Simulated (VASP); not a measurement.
Input of a VASP 6.6.1 run:

File INCAR:

```
ALGO = Normal ; EDIFF = 1E-8
ENCUT = 520 ; ISIF = 2
ISMEAR = -1 ; LASPH = T
LCHARG = F ; LEFG = T
LREAL = F ; LWAVE = F
NBANDS = 20 ; NELM = 80
PREC = Accurate ; SIGMA = 0.08
```

KPOINTS

```
k-points
0
Gamma
  9 9 8
```

The input POSCAR:

```
TlSn
1.0
    3.6856249204      0.0000000000      0.0000000000
    0.0000000000      3.6856249204      0.0000000000
    0.0000000000      0.0000000000      4.4608060981
Tl Sn
1 1
Direct
    0.0000000000      0.0000000000      0.0000000000
    0.5000000000      0.5000000000      0.5000000000
```

Potentials or basis: VASP PAW LDA potentials, release 64 (Tl_d, Sn_d).

Launch:

```console
$ cat potpaw_LDA.64/Tl_d/POTCAR potpaw_LDA.64/Sn_d/POTCAR > POTCAR
$ mpirun -np 1 vasp_std > vasp.out
```

(1) Estimate the pressure.

Answers

(1) -5.0 GPa.

Caveat: without QUAD_EFG the Cq values of the log hold for a quadrupole moment of 1 mb, not for the nuclei.
